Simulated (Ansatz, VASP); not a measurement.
## BN in VASP and in Ansatz

The input INCAR:

```
PREC = Accurate
ENCUT = 520
EDIFF = 1E-6
ISMEAR = 0
SIGMA = 0.05
LREAL = F
LASPH = T
NELM = 60
ALGO = Normal
ISIF = 2
LWAVE = F
LCHARG = F
GGA = PS
NBANDS = 11
```

KPOINTS

```
regular mesh
0
Gamma
  12 12 12
```

The input POSCAR:

```
BN
1.0
    1.2511217832      0.7223354983      3.3729344033
   -1.2511217832      0.7223354983      3.3729344033
    0.0000000000     -1.4446709967      3.3729344033
B N
1 1
Direct
    0.9996712000      0.9996712000      0.9996712000
    0.4330537518      0.3058886525      0.2593429957
```

Input for Ansatz:

```yaml
crystal:
  lattice:
    - [1.2511217832, 0.7223354983, 3.3729344033]
    - [-1.2511217832, 0.7223354983, 3.3729344033]
    - [0.0, -1.4446709967, 3.3729344033]
  atoms:
    - { symbol: B, position: [0.9996712, 0.9996712, 0.9996712] }
    - { symbol: "N", position: [0.4330537518, 0.3058886525, 0.2593429957] }
basis:
  ecutwfc: 420
kpoints:
  mp_grid: { grid: [12, 12, 12] }
hamiltonian:
  xc: pbesol
scf:
  occupations: { method: gaussian, width: 0.05 }
output:
  forces: true
  stress: true
  eigenvalues: true
```

Change from the starting cell: all N atoms moved +0.225 Å, as atom 2 along Cartesian [1 1 0].

Alike in both runs: task single point; functional PBEsol; k mesh 12 × 12 × 12; occupations gaussian, width 0.05 eV; no spin polarisation.

```csv
,VASP,Ansatz
version,VASP 6.6.1,Ansatz 0.2.0
potentials or method,"VASP PAW PBE potentials, release 64 (B, N), cutoff 520 eV","scalar-relativistic, plane waves, PAW"
valence electrons in the cell,8,8
```

VASP gave:

```
gap on the k mesh at the Fermi level (eV)                     : 2.05
least direct gap on the mesh (eV)                             : 3.84
pressure (GPa)                                                : 24.1
traceless stress, the component that is largest in VASP (GPa) : 37.42
rms of the force components (eV/Å)                            : 7.504
```

Problem. Estimate Ansatz's values.

Solution. gap on the k mesh at the Fermi level (eV): 2.06; least direct gap on the mesh (eV): 3.85; pressure (GPa): 23.9; traceless stress, the component that is largest in VASP (GPa): 36.97; rms of the force components (eV/Å): 7.475.

VASP's potentials were made for PBE, not for PBEsol. Atom by atom the forces differ by 0.029 eV/Å (rms over components). The functional is the same, so the differences come from potentials, cutoffs and numerics.
